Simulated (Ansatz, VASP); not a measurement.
## One calculation of SiC, two programs

```
CELL_PARAMETERS angstrom
0.00000 2.21739 2.21739
2.21739 0.00000 2.21739
2.26559 2.26559 -0.04819
ATOMIC_POSITIONS crystal
Si 0.00000 0.00000 0.00000
C 0.75000 0.75000 0.75000
```

Alike in both runs: task single point; functional PBE; k mesh 12 × 12 × 12; occupations gaussian, width 0.05 eV; no spin polarisation.

|  | VASP | Ansatz |
| --- | --- | --- |
| version | VASP 6.6.1 | Ansatz 0.2.0 |
| potentials or method | VASP PAW PBE potentials, release 64 (Si, C), cutoff 520 eV | scalar-relativistic, plane waves, PAW |
| valence electrons in the cell | 8 | 8 |

|  | VASP | Ansatz | Ansatz less VASP |
| --- | --- | --- | --- |
| gap on the k mesh at the Fermi level (eV) | 1.36 | 1.36 | +0.003 |
| least direct gap on the mesh (eV) | 4.28 | 4.29 | +0.003 |
| pressure (GPa) | -12.6 | -12.6 | +0.01 |
| traceless stress, the component that is largest in VASP (GPa) | -4.56 | -4.54 | +0.020 |
| rms of the force components (eV/Å) | 0.065 | 0.065 | -0.0002 |

Atom by atom the forces differ by 0.000 eV/Å (rms over components). With one functional, cell and mesh, what is left measures potentials, basis and numerics.
